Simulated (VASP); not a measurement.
# Cu (Fm-3m) in VASP: notebook

Cu is run at these levels: r2SCAN; tasks: relaxation of cell and atoms, single point.

Program: VASP 6.6.1. These are calculated values, not measurements. Logs are shortened: lines on timing, memory, paths and dates and some standing lists are left out, and cuts for length are marked.

### Step 1. The cell of the first run

It takes space group Fm-3m (No. 225, cubic). Conventional cell: a = 3.620 Å, b = 3.620 Å, c = 3.620 Å, α = 90.00°, β = 90.00°, γ = 90.00°. Cu (site symmetry m-3m) has 12 Cu at 2.56 Å within 3.4 Å.

### Step 2. Relaxation of cell and atoms, r2SCAN

The input, POSCAR:

```
Cu
1.0
    0.0000000000      1.8100000000      1.8100000000
    1.8100000000      0.0000000000      1.8100000000
    1.8100000000      1.8100000000      0.0000000000
Cu
1
Direct
    0.0000000000      0.0000000000      0.0000000000
```

The input, INCAR.step1:

```
ALGO     = Normal         # electronic algorithm
EDIFF    = 1E-5           # SCF threshold, eV
EDIFFG   = -0.005         # ionic threshold
ENCUT    = 660            # plane-wave cutoff, eV
GGA      = PE             # functional
GGA_COMPAT= False        
IBRION   = 2              # ionic algorithm
ISIF     = 3              # what is computed and relaxed
ISMEAR   = -1             # smearing method
LASPH    = True           # aspherical terms in the spheres
LCHARG   = False          # write CHGCAR
LREAL    = False          # projectors in reciprocal space
LWAVE    = True           # write WAVECAR
NELM     = 120            # most SCF steps
NELMIN   = 4            
NSW      = 100            # ionic steps
PREC     = Accurate       # precision mode
SIGMA    = 0.1            # smearing width, eV
```

The input, INCAR.step2:

```
ALGO     = Normal         # electronic algorithm
EDIFF    = 1E-7           # SCF threshold, eV
EDIFFG   = -0.03          # ionic threshold
ENCUT    = 660            # plane-wave cutoff, eV
GGA_COMPAT= False        
IBRION   = 2              # ionic algorithm
ISIF     = 3              # what is computed and relaxed
ISMEAR   = -1             # smearing method
ISTART   = 1            
LASPH    = True           # aspherical terms in the spheres
LCHARG   = False          # write CHGCAR
LMIXTAU  = True         
LREAL    = False          # projectors in reciprocal space
LWAVE    = False          # write WAVECAR
METAGGA  = R2SCAN         # meta-GGA
NELM     = 120            # most SCF steps
NELMIN   = 4            
NSW      = 80             # ionic steps
PREC     = Accurate       # precision mode
SIGMA    = 0.1            # smearing width, eV
```

The input, KPOINTS:

```
k-points
0
Gamma
  12 12 12
```

Potentials or basis: VASP PAW PBE potentials, release 64 (Cu).

Launch:

```
> cat potpaw_PBE.64/Cu/POTCAR > POTCAR
> cp INCAR.step1 INCAR
> mpirun -np 1 vasp_std > vasp.out
> cp INCAR.step2 INCAR
> mpirun -np 1 vasp_std > vasp.out
```

OUTCAR:

```text
EDIFF = 1E-7
   EDIFFG = -0.03
   ENCUT = 660
   IBRION = 2
   ISIF = 3
   ISMEAR = -1
   ISTART = 1
   LASPH = True
   LREAL = False
   METAGGA = R2SCAN
   NELM = 120
   NELMIN = 4
   NSW = 80
   PREC = Accurate

 ion  position               nearest neighbor table
   1  0.000  0.000  0.000-

  LATTYP: Found a face centered cubic cell.
 ALAT       =     3.6200000000

  Lattice vectors:

 A1 = (   0.0000000000,   1.8100000000,   1.8100000000)
 A2 = (   1.8100000000,   0.0000000000,   1.8100000000)
 A3 = (   1.8100000000,   1.8100000000,   0.0000000000)

Analysis of symmetry for initial positions (statically):
=====================================================================
 Subroutine PRICEL returns:
 Original cell was already a primitive cell.

 Routine SETGRP: Setting up the symmetry group for a
 face centered cubic supercell.

 Subroutine GETGRP returns: Found 48 space group operations
 (whereof 48 operations were pure point group operations)
 out of a pool of 48 trial point group operations.

The static configuration has the point symmetry O_h .

Analysis of symmetry for dynamics (positions and initial velocities):
=====================================================================
 Subroutine PRICEL returns:
 Original cell was already a primitive cell.

 Routine SETGRP: Setting up the symmetry group for a
 face centered cubic supercell.

 Subroutine GETGRP returns: Found 48 space group operations
 (whereof 48 operations were pure point group operations)
 out of a pool of 48 trial point group operations.

The dynamic configuration has the point symmetry O_h .

 Subroutine INISYM returns: Found 48 space group operations
 (whereof 48 operations are pure point group operations),
 and found     1 'primitive' translations

----------------------------------------------------------------------------------------

                                     Primitive cell

  volume of cell :      11.8595

  direct lattice vectors                    reciprocal lattice vectors
     0.000000000  1.810000000  1.810000000    -0.276243094  0.276243094  0.276243094
     1.810000000  0.000000000  1.810000000     0.276243094 -0.276243094  0.276243094
     1.810000000  1.810000000  0.000000000     0.276243094  0.276243094 -0.276243094

  length of vectors
     2.559726548  2.559726548  2.559726548     0.478467074  0.478467074  0.478467074

  position of ions in fractional coordinates (direct lattice)
     0.000000000  0.000000000  0.000000000

  ion indices of the primitive-cell ions
   primitive index   ion index
                 1           1

----------------------------------------------------------------------------------------

 KPOINTS: k-points

Automatic generation of k-mesh.
 Grid dimensions read from file:
 generate k-points for:   12   12   12

 Generating k-lattice:

  Cartesian coordinates                     Fractional coordinates (reciprocal lattice)
    -0.023020258  0.023020258  0.023020258     0.083333333  0.000000000  0.000000000
     0.023020258 -0.023020258  0.023020258     0.000000000  0.083333333  0.000000000
     0.023020258  0.023020258 -0.023020258     0.000000000  0.000000000  0.083333333

  Length of vectors
     0.039872256  0.039872256  0.039872256

  Shift w.r.t. Gamma in fractional coordinates (k-lattice)
     0.000000000  0.000000000  0.000000000

 Subroutine IBZKPT returns following result:
 ===========================================

 Found     72 irreducible k-points:

 Following reciprocal coordinates:
            Coordinates               Weight
  0.000000  0.000000  0.000000      1.000000
  0.083333  0.000000  0.000000      8.000000
  0.166667  0.000000  0.000000      8.000000
  0.250000  0.000000  0.000000      8.000000
  0.333333  0.000000  0.000000      8.000000
  0.416667  0.000000  0.000000      8.000000
[... 16 lines left out ...]
  0.500000  0.166667  0.000000     24.000000
 -0.416667  0.166667  0.000000     24.000000
 [... further k-points ...]
   k-points           NKPTS =     72   k-points in BZ     NKDIM =     72   number of bands    NBANDS=      9
   number of dos      NEDOS =    301   number of ions     NIONS =      1
   total plane-waves  NPLWV =  13824
   dimension x,y,z NGX =    24 NGY =   24 NGZ =   24
   dimension x,y,z NGXF=    48 NGYF=   48 NGZF=   48
   ions per type =               1
   NGX,Y,Z   is equivalent  to a cutoff of  15.59, 15.59, 15.59 a.u.
   NGXF,Y,Z  is equivalent  to a cutoff of  31.17, 31.17, 31.17 a.u.
 SYSTEM =  unknown system
   PREC   = accura    normal or accurate (medium, high low for compatibility)
   ISTART =      1    job   : 0-new  1-cont  2-samecut
   ICHARG =      0    charge: 1-file 2-atom 10-const
   ISPIN  =      1    spin polarized calculation?
   LNONCOLLINEAR =      F non collinear calculations
   LSORBIT =      F    spin-orbit coupling
   LASPH  =      T    aspherical Exc in radial PAW
   ENCUT  =  660.0 eV  48.51 Ry    6.96 a.u.   5.36  5.36  5.36*2*pi/ulx,y,z
   NELM   =    120;   NELMIN=  4; NELMDL=  0     # of ELM steps
   EDIFF  = 0.1E-06   stopping-criterion for ELM
   LREAL  =      F    real-space projection
   EDIFFG = -.3E-01   stopping-criterion for IOM
   NSW    =     80    number of steps for IOM
   IBRION =      2    ionic relax: 0-MD 1-quasi-New 2-CG
   NFREE  =      1    steps in history (QN), initial steepest desc. (CG)
   ISIF   =      3    stress and relaxation
   ISYM   =      2    0-nonsym 1-usesym 2-fastsym
   POTIM  = 0.5000    time-step for ionic-motion
   TEBEG  =    0.0;   TEEND  =   0.0 temperature during run
   PSTRESS=    0.0 pullay stress
   NELECT =      11.0000    total number of electrons
   NUPDOWN=      -1.0000    fix difference up-down
   EMIN   =  10.00;   EMAX   =-10.00  energy-range for DOS
   EFERMI =   0.00;   METHOD = LEGACY
   ISMEAR =    -1;   SIGMA  =   0.10  broadening in eV -4-tet -1-fermi 0-gaus
   EFERMI_NEDOS =   21; number of points for ismear=-14 and -15
   IALGO  =     38    algorithm
   IMIX   =      4    mixing-type and parameters
     AMIX     =   0.40;   BMIX     =  1.00
     AMIX_MAG =   1.60;   BMIX_MAG =  1.00
  volume/ion in A,a.u.               =      11.86        80.03
  Fermi-wavevector in a.u.,A,eV,Ry     =   1.596555  3.017051 34.681075  2.548987
  Thomas-Fermi vector in A             =   2.694299
   LORBIT       =      0    0 simple, 1 ext, 2 COOP (PROOUT), +10 PAW based schemes
   METAGGA = R2SCAN    functional components
   LHFCALC =     F    Hartree Fock is set to
   AEXX    =    0.0000 exact exchange contribution
   IVDW    =     0    specifies the selected vdW correction
   LEPSILON=     F    determine dielectric tensor
   LRPA    =     F    only Hartree local field effects (RPA)
 conjugate gradient relaxation of ions
 non-spin polarized calculation
  energy-cutoff  :      660.00
  volume of cell :       11.86
 maximum number of plane-waves:       471
 NGX is ok and might be reduce to    24
   NGX = 11   NGY = 11   NGZ = 11

--------------------------------------- Ionic step        1  -------------------------------------------

 number of electron      10.9999997 magnetization

 Free energy of the ion-electron system (eV)
  ---------------------------------------------------
  ext. energy  EPLUGINS =         0.00000000
  ---------------------------------------------------
  free energy    TOTEN  =       -10.82351645 eV

  energy without entropy =      -10.81211115  energy(sigma->0) =      -10.81781380

------------------------ aborting loop because EDIFF is reached ----------------------------------------

  FORCE on cell =-STRESS in cart. coord.  units (eV):
  Direction    XX          YY          ZZ          XY          YZ          ZX
  --------------------------------------------------------------------------------------
  -------------------------------------------------------------------------------------
  Total       -0.3711284     -0.3711284     -0.3711284      0.0000000      0.0000000     -0.0000000
  in kB      -50.1382400    -50.1382400    -50.1382400      0.0000000      0.0000000     -0.0000000
  external PRESSURE =     -50.1382400 kB  Pullay stress =       0.0000000 kB
[... 55 lines left out ...]
  energy  without entropy=      -10.8159294841  energy(sigma->0) =      -10.82131186

--------------------------------------- Ionic step        3  -------------------------------------------

 number of electron      10.9999998 magnetization

 Free energy of the ion-electron system (eV)
  ---------------------------------------------------
  ext. energy  EPLUGINS =         0.00000000
  ---------------------------------------------------
  free energy    TOTEN  =       -10.82943030 eV

  energy without entropy =      -10.81840658  energy(sigma->0) =      -10.82391844

 E-fermi :   7.6823     XC(G=0): -13.9357

 val. band max:        7.6680845963   @ k =   0.5000   0.3333   0.1667
 cond. band min:       7.8094783242   @ k =   0.5000   0.2500   0.0833
 fundamental gap:      0.1413937279
 Fermi energy:         7.6823399061

 k-point     1 :       0.0000    0.0000    0.0000
  band No.  band energies     occupation
      1      -2.1471      2.00000
      2       4.5148      2.00000
      3       4.5148      2.00000
      4       4.5148      2.00000
      5       5.3668      2.00000
      6       5.3668      2.00000
      7      31.3602      0.00000
      8      34.6177      0.00000
      9      34.6177      0.00000
[... 265 lines left out ...]
 k-point    24 :      -0.4167    0.1667    0.0000
  band No.  band energies     occupation
      1       2.8488      2.00000
      2       4.1092      2.00000
      3       4.6718      2.00000
      4       4.7704      2.00000
      5       5.8779      2.00000
      6       8.7706      0.00004
      7      12.4435      0.00000
      8      23.4049      0.00000
      9      28.1791      0.00000

 [... further k-points ...]

------------------------ aborting loop because EDIFF is reached ----------------------------------------

  FORCE on cell =-STRESS in cart. coord.  units (eV):
  Direction    XX          YY          ZZ          XY          YZ          ZX
  --------------------------------------------------------------------------------------
  -------------------------------------------------------------------------------------
  Total       -0.0048084     -0.0048084     -0.0048084     -0.0000000     -0.0000000      0.0000000
  in kB       -0.6707776     -0.6707776     -0.6707776     -0.0000000     -0.0000000      0.0000000
  external PRESSURE =      -0.6707776 kB  Pullay stress =       0.0000000 kB
[... 16 lines left out ...]
  FREE ENERGIE OF THE ION-ELECTRON SYSTEM (eV)
  ---------------------------------------------------
  free  energy   TOTEN  =       -10.8294303010 eV

  energy  without entropy=      -10.8184065796  energy(sigma->0) =      -10.82391844

 reached required accuracy - stopping structural energy minimisation
```

Wall time 54 s (1 thread of Intel Xeon 6975P-C (Granite Rapids), shared host); peak memory 0.16 GiB.

Results:

| Quantity | Value |
| --- | --- |
| Free energy | -10.8294 eV |
| Relaxed volume | 11.49 Å³/atom |
| Relaxed cell | a = 2.532 Å, b = 2.532 Å, c = 2.532 Å, α = 60.00°, β = 60.00°, γ = 60.00° |
| Space group after relaxing (to 0.1 Å) | Fm-3m (No. 225) |
| Energy gained by relaxing | 5.9 meV/atom |
| Ionic steps | 3 |
| Pressure after relaxing | -0.1 GPa |
| Band gap on the k mesh | zero (an odd number of electrons rules out a gap without spin polarisation) |

The path:
```tsv
step	energy change (eV)	largest force (eV/Å)	pressure (GPa)	volume (Å³)
1	0.0000	0.0000	-5.01	11.86
2	-0.0032	0.0000	3.55	11.23
3	-0.0059	0.0000	-0.07	11.49
```

Final structure:
```xyz
1
Lattice="0.0000 1.7907 1.7907 1.7907 0.0000 1.7907 1.7907 1.7907 0.0000" Properties=species:S:1:pos:R:3 pbc="T T T"
Cu    0.0000    0.0000    0.0000
```

Levels at points of the mesh, in eV from the Fermi level:
| k point | band 2 | band 3 | band 4 | band 5 | band 6 | band 7 | band 8 | band 9 |
| --- | --- | --- | --- | --- | --- | --- | --- | --- |
| (0.00, 0.00, 0.00) | -3.17 | -3.17 | -3.17 | -2.32 | -2.32 | 23.68 | 26.94 | 26.94 |
| (0.50, 0.00, 0.00) | -3.22 | -3.22 | -1.70 | -1.70 | -1.07 | 4.18 | 22.17 | 23.66 |
| (0.50, 0.50, 0.00) | -4.67 | -1.74 | -1.54 | -1.54 | 1.63 | 7.69 | 14.05 | 14.05 |

Caveat: the PAW data sets were made with another functional, which shifts forces and pressure a little.

### Step 3. Relaxation of cell and atoms, r2SCAN, target pressure 5 GPa, at which the enthalpy is minimised

POSCAR is that of step 2.

The input, INCAR.step1:

```
ALGO = Normal ; EDIFF = 1E-5
EDIFFG = -0.005 ; ENCUT = 660
GGA = PE ; GGA_COMPAT = F
IBRION = 2 ; ISIF = 3
ISMEAR = -1 ; LASPH = T
LCHARG = F ; LREAL = F
LWAVE = T ; NELM = 120
NELMIN = 4 ; NSW = 100
PREC = Accurate ; SIGMA = 0.1
```

The input, INCAR.step2:

```
ALGO = Normal ; EDIFF = 1E-7
EDIFFG = -0.03 ; ENCUT = 660
GGA_COMPAT = F ; IBRION = 2
ISIF = 3 ; ISMEAR = -1
ISTART = 1 ; LASPH = T
LCHARG = F ; LMIXTAU = T
LREAL = F ; LWAVE = F
METAGGA = R2SCAN ; NELM = 120
NELMIN = 4 ; NSW = 80
PREC = Accurate ; PSTRESS = 50.0
SIGMA = 0.1
```

KPOINTS is that of step 2.

Potentials or basis: VASP PAW PBE potentials, release 64 (Cu).

Launch:

```
> cat potpaw_PBE.64/Cu/POTCAR > POTCAR
> cp INCAR.step1 INCAR
> mpirun -np 1 vasp_std > vasp.out
> cp INCAR.step2 INCAR
> mpirun -np 1 vasp_std > vasp.out
```

Wall time 53 s (1 thread of Intel Xeon 6975P-C (Granite Rapids), shared host); peak memory 0.16 GiB.

The run converged. Its results:

```
Free energy                                                : -10.8248 eV
Relaxed volume                                             : 11.16 Å³/atom
Relaxed cell                                               : a = 2.509 Å, b = 2.509 Å, c = 2.509 Å, α = 60.00°, β = 60.00°, γ = 60.00°
Space group after relaxing (to 0.1 Å)                      : Fm-3m (No. 225)
Energy change on relaxing (the run minimises the enthalpy) : -1.3 meV/atom
Ionic steps                                                : 3
Pressure after relaxing                                    : 4.8 GPa
Band gap on the k mesh                                     : zero (an odd number of electrons rules out a gap without spin polarisation)
```

Step by step:
| step | energy change (eV) | largest force (eV/Å) | pressure (GPa) | volume (Å³) |
| --- | --- | --- | --- | --- |
| 1 | 0.0000 | 0.0000 | -5.01 | 11.86 |
| 2 | 0.0308 | 0.0000 | 14.84 | 10.63 |
| 3 | -0.0013 | 0.0000 | 4.78 | 11.16 |

Final structure:
```yaml
crystal:
  lattice:
    - [0.00000, 1.77381, 1.77381]
    - [1.77381, 0.00000, 1.77381]
    - [1.77381, 1.77381, 0.00000]
  atoms:
    - { symbol: Cu, position: [0.00000, 0.00000, 0.00000] }
```

Levels at points of the mesh, in eV from the Fermi level:
| k point | band 3 | band 4 | band 5 | band 6 | band 7 | band 8 | band 9 |
| --- | --- | --- | --- | --- | --- | --- | --- |
| (0.00, 0.00, 0.00) | -3.27 | -3.27 | -2.38 | -2.38 | 23.90 | 27.39 | 27.39 |
| (0.50, 0.00, 0.00) | -3.32 | -1.74 | -1.74 | -1.17 | 4.32 | 22.38 | 24.12 |
| (0.50, 0.50, 0.00) | -1.77 | -1.57 | -1.57 | 1.60 | 7.89 | 14.28 | 14.28 |

Caveat: the cell is relaxed towards a set pressure, so the run minimises the enthalpy, not the energy; the PAW data sets were made with another functional, which shifts forces and pressure a little.

### Step 4. Relaxation of cell and atoms, r2SCAN, target pressure 10 GPa, at which the enthalpy is minimised

POSCAR is that of step 3.

The input, INCAR.step1:

```
SYSTEM = Cu
ALGO = Normal
EDIFF = 1E-5
EDIFFG = -0.005
ENCUT = 660
GGA = PE
GGA_COMPAT = .FALSE.
IBRION = 2
ISIF = 3
ISMEAR = -1
LASPH = .TRUE.
LCHARG = .FALSE.
LREAL = .FALSE.
LWAVE = .TRUE.
NELM = 120
NELMIN = 4
NSW = 100
PREC = Accurate
SIGMA = 0.1
```

The input, INCAR.step2:

```
SYSTEM = Cu
ALGO = Normal
EDIFF = 1E-7
EDIFFG = -0.03
ENCUT = 660
GGA_COMPAT = .FALSE.
IBRION = 2
ISIF = 3
ISMEAR = -1
ISTART = 1
LASPH = .TRUE.
LCHARG = .FALSE.
LMIXTAU = .TRUE.
LREAL = .FALSE.
LWAVE = .FALSE.
METAGGA = R2SCAN
NELM = 120
NELMIN = 4
NSW = 80
PREC = Accurate
PSTRESS = 100.0
SIGMA = 0.1
```

The input, KPOINTS:

```
k-points
0
G
  12 12 12
  0 0 0
```

Launch:

```
> cat potpaw_PBE.64/Cu/POTCAR > POTCAR
> cp INCAR.step1 INCAR
> mpirun -np 1 vasp_std > vasp.out
> cp INCAR.step2 INCAR
> mpirun -np 1 vasp_std > vasp.out
```

Run time: 57 s. Hardware: 1 thread of Intel Xeon 6975P-C (Granite Rapids), shared host; peak memory 0.16 GiB.

Results (log left out):

* Free energy: -10.8126 eV
* Relaxed volume: 10.89 Å³/atom
* Relaxed cell: a = 2.488 Å, b = 2.488 Å, c = 2.488 Å, α = 60.00°, β = 60.00°, γ = 60.00°
* Space group after relaxing (to 0.1 Å): Fm-3m (No. 225)
* Energy change on relaxing (the run minimises the enthalpy): +10.9 meV/atom
* Ionic steps: 3
* Pressure after relaxing: 9.6 GPa
* Band gap on the k mesh: zero (an odd number of electrons rules out a gap without spin polarisation)

The path:
```
step  energy change (eV)  largest force (eV/Å)  pressure (GPa)  volume (Å³)
   1              0.0000                0.0000           -5.01        11.86
   2              0.1107                0.0000           29.78        10.05
   3              0.0109                0.0000            9.63        10.89
```

Final structure:
```yaml
crystal:
  lattice:
    - [0.00000, 1.75935, 1.75935]
    - [1.75935, 0.00000, 1.75935]
    - [1.75935, 1.75935, 0.00000]
  atoms:
    - { symbol: Cu, position: [0.00000, 0.00000, 0.00000] }
```

Levels at points of the mesh, in eV from the Fermi level:
```tsv
k point	band 3	band 4	band 5	band 6	band 7	band 8	band 9
(0.00, 0.00, 0.00)	-3.36	-3.36	-2.44	-2.44	24.10	27.79	27.79
(0.50, 0.00, 0.00)	-3.42	-1.77	-1.77	-1.25	4.45	22.56	24.53
(0.50, 0.50, 0.00)	-1.81	-1.60	-1.60	1.58	8.07	14.48	14.48
```

Caveat: the cell is relaxed towards a set pressure, so the run minimises the enthalpy, not the energy; the PAW data sets were made with another functional, which shifts forces and pressure a little.

[end of part 1 of 2]
